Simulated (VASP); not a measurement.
Write the native input for VASP 6.6.1 that does the following.

* Task: relaxation of cell and atoms
* Functional: PBEsol
* Potentials or basis: VASP PAW PBE potentials, release 64 (Sc_sv, Zn)
* Cutoff: 600 eV
* k mesh: 12 × 12 × 12
* Occupations: gaussian, width 0.1 eV
* Spin: no spin polarisation
* Dipole correction: no
* Further INCAR settings: ALGO = Normal; EDIFF = 1e-06; IBRION = 2; EDIFFG = -0.005; NSW = 100; ISIF = 3

The structure of ScZn lies in POSCAR:

```
ScZn
1.0
    3.3500000000      0.0000000000      0.0000000000
    0.0000000000      3.3500000000      0.0000000000
    0.0000000000      0.0000000000      3.3500000000
Sc Zn
1 1
Direct
    0.0000000000      0.0000000000      0.0000000000
    0.5000000000      0.5000000000      0.5000000000
```

One way to write it, as run:

INCAR

```
  PREC = Accurate
  ENCUT = 600
  EDIFF = 1E-6
  ISMEAR = 0
  SIGMA = 0.1
  LREAL = False
  LASPH = True
  NELM = 100
  ALGO = Normal
  ISIF = 3
  LWAVE = False
  LCHARG = False
  GGA = PS
  IBRION = 2
  NSW = 100
  EDIFFG = -0.005
```

KPOINTS

```
regular mesh
0
Gamma
  12 12 12
```

Potentials or basis: VASP PAW PBE potentials, release 64 (Sc_sv, Zn).

Launch:

```sh
$ cat potpaw_PBE.64/Sc_sv/POTCAR potpaw_PBE.64/Zn/POTCAR > POTCAR
$ mpirun -np 1 vasp_std > vasp.out
```

It gave:

```json
{
  "Relaxed volume": "18.04 Å³/atom",
  "Relaxed cell": "a = 3.304 Å, b = 3.304 Å, c = 3.304 Å, α = 90.00°, β = 90.00°, γ = 90.00°",
  "Space group after relaxing (to 0.05 Å)": "Pm-3m (No. 221)",
  "Energy gained by relaxing": "7.8 meV/atom",
  "Ionic steps": "5",
  "Pressure after relaxing": "0.0 GPa"
}
```

Caveat: the PAW data sets were made with another functional, which shifts forces and pressure a little.

Run time: 92 s on 1 thread of AMD EPYC 9R45 96-Core Processor (Zen 5), on a shared host, peak memory 0.18 GiB.
